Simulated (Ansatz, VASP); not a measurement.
**SiC: VASP beside Ansatz**

```xyz
2
Lattice="0.0000 2.2217 2.2217 2.2217 0.0000 2.2217 2.2217 2.2217 0.0000" Properties=species:S:1:pos:R:3 pbc="T T T"
Si    0.0000    0.0000    0.0000
C     3.3326    3.3326    3.3326
```

Alike in both runs: task single point; functional r2SCAN; dispersion rVV10; k mesh 10 × 10 × 10; occupations fermi-dirac, width 0.05 eV; no spin polarisation.

|  | VASP | Ansatz |
| --- | --- | --- |
| version | VASP 6.6.1 | Ansatz 0.2.0 |
| potentials or method | VASP PAW PBE potentials, release 64 (Si, C) | Ansatz PAW |
| plane-wave cutoff (eV) | 660 | 500 |
| valence electrons in the cell | 8 | 8 |

```tsv
	VASP	Ansatz	Ansatz less VASP
gap on the k mesh at the Fermi level (eV)	1.73	1.72	-0.010
least direct gap on the mesh (eV)	4.95	4.94	-0.012
pressure (GPa)	-12.9	-12.6	+0.29
```

VASP's potentials were made for PBE, not for r2SCAN.
